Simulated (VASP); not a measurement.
Input of a VASP 6.6.1 run:

The input POSCAR:

```
Mo
1.0
    2.7075856644      0.0000000000      0.0000000000
   -1.3537928322      2.3448379683      0.0000000000
    0.0000000000      0.0000000000      2.5339005368
Mo
1
Direct
    0.0000000000      0.0000000000      0.5000000000
```

Contents of INCAR.step1:

```
PREC = Accurate
ENCUT = 520
ISMEAR = 0
SIGMA = 0.15
LREAL = F
LASPH = T
NELM = 60
NBANDS = 13
GGA = PE
ALGO = Normal
EDIFF = 1E-4
LWAVE = T
LCHARG = F
```

Contents of INCAR.step2:

```
PREC = Accurate
ENCUT = 520
EDIFF = 1E-7
ISMEAR = 0
SIGMA = 0.15
LREAL = F
LASPH = T
NELM = 60
ALGO = Normal
ISIF = 2
LWAVE = F
LCHARG = F
METAGGA = R2SCAN
LMIXTAU = T
NBANDS = 13
ISTART = 1
```

The input KPOINTS:

```
Automatic mesh
0
Gamma
  24 24 24
```

Potentials or basis: VASP PAW PBE potentials, release 64 (Mo_sv).

Command:

```sh
$ cat potpaw_PBE.64/Mo_sv/POTCAR > POTCAR
$ cp INCAR.step1 INCAR
$ mpirun -np 1 vasp_std > vasp.out
$ cp INCAR.step2 INCAR
$ mpirun -np 1 vasp_std > vasp.out
```

(1) What does it give for the band gap on the k mesh?

(2) Estimate the pressure.

Results:

(1) zero (band 7 reaches 13.07 eV, above the bottom of band 8 at 11.01 eV).

(2) 8.3 GPa.

Caveat: the cell differs from its parent crystal (strain -0.015 along x and y, +0.000 along z); the PAW data sets were made with another functional, which shifts forces and pressure a little.
